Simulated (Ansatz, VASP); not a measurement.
**B32HN32: VASP beside Ansatz**

```
CELL_PARAMETERS angstrom
5.02436 0.00000 8.34316
5.02436 0.00000 -8.34316
-5.02436 8.70245 0.00000
ATOMIC_POSITIONS crystal
B 0.22014 0.94781 0.16795
B 0.21752 0.95038 0.41790
B 0.21747 0.95043 0.66791
B 0.22008 0.94787 0.91788
B 0.46872 0.19935 0.16794
B 0.46753 0.20038 0.41790
B 0.46678 0.20113 0.66791
B 0.46735 0.20056 0.91791
B 0.71697 0.45094 0.16790
B 0.71711 0.45080 0.41790
B 0.71748 0.45043 0.66791
B 0.71735 0.45056 0.91791
B 0.96859 0.69922 0.16794
B 0.96711 0.70080 0.41790
B 0.96866 0.69916 0.66782
B 0.97001 0.69780 0.91788
B 0.53265 0.79944 0.08209
B 0.53322 0.79887 0.33209
B 0.53247 0.79962 0.58210
B 0.53128 0.80065 0.83206
B 0.77992 0.05213 0.08212
B 0.78253 0.04957 0.33209
B 0.78248 0.04962 0.58210
B 0.77986 0.05219 0.83205
B 0.02999 0.30220 0.08212
B 0.03134 0.30084 0.33218
B 0.03289 0.29920 0.58210
B 0.03141 0.30078 0.83206
B 0.28265 0.54944 0.08209
B 0.28252 0.54957 0.33209
B 0.28289 0.54920 0.58210
B 0.28303 0.54906 0.83210
N 0.44995 0.71546 0.16542
N 0.44981 0.71561 0.41543
N 0.44909 0.71631 0.66541
N 0.44927 0.71613 0.91542
N 0.69850 0.96693 0.16542
N 0.69982 0.96562 0.41543
N 0.69837 0.96707 0.66543
N 0.69572 0.96944 0.91536
N 0.94590 0.21966 0.16556
N 0.94909 0.21634 0.41543
N 0.94910 0.21632 0.66541
N 0.94592 0.21963 0.91536
N 0.19848 0.46692 0.16542
N 0.19910 0.46635 0.41543
N 0.19976 0.46567 0.66542
N 0.19929 0.46615 0.91542
N 0.30428 0.03056 0.08464
N 0.30163 0.03293 0.33457
N 0.30018 0.03438 0.58457
N 0.30150 0.03307 0.83458
N 0.55073 0.28387 0.08458
N 0.55091 0.28369 0.33459
N 0.55019 0.28439 0.58457
N 0.55005 0.28454 0.83458
N 0.80071 0.53385 0.08458
N 0.80024 0.53433 0.33458
N 0.80090 0.53365 0.58457
N 0.80152 0.53308 0.83458
N 0.05408 0.78037 0.08464
N 0.05090 0.78368 0.33459
N 0.05091 0.78366 0.58457
N 0.05410 0.78034 0.83444
H 0.00000 0.00000 0.00000
```

Alike in both runs: functional PBE; k mesh 1 × 1 × 1; occupations gaussian, width 0.01 eV; collinear spin.

Ansatz relaxed the structure, and its values are those at the end. VASP's run is a single point on that final structure, the one shown.

|  | VASP | Ansatz |
| --- | --- | --- |
| version | VASP 6.6.1 | Ansatz 0.2.0 |
| potentials or method | VASP PAW PBE potentials, release 64 (B, N, H), cutoff 520 eV | scalar-relativistic, plane waves, PAW |
| valence electrons in the cell | 257 | 257 |

```csv
,VASP,Ansatz,Ansatz less VASP
gap on the k mesh at the Fermi level (eV),3.60,3.60,+0.002
least direct gap on the mesh (eV),3.60,3.60,+0.002
rms of the force components (eV/Å),0.004,0.004,-0.0003
net moment per atom (μB),0.02,0.02,0.000
size of the moment on the site where the two differ most (μB),0.37,0.79,+0.419
```

Site moments also hang on the region over which each program counts them.
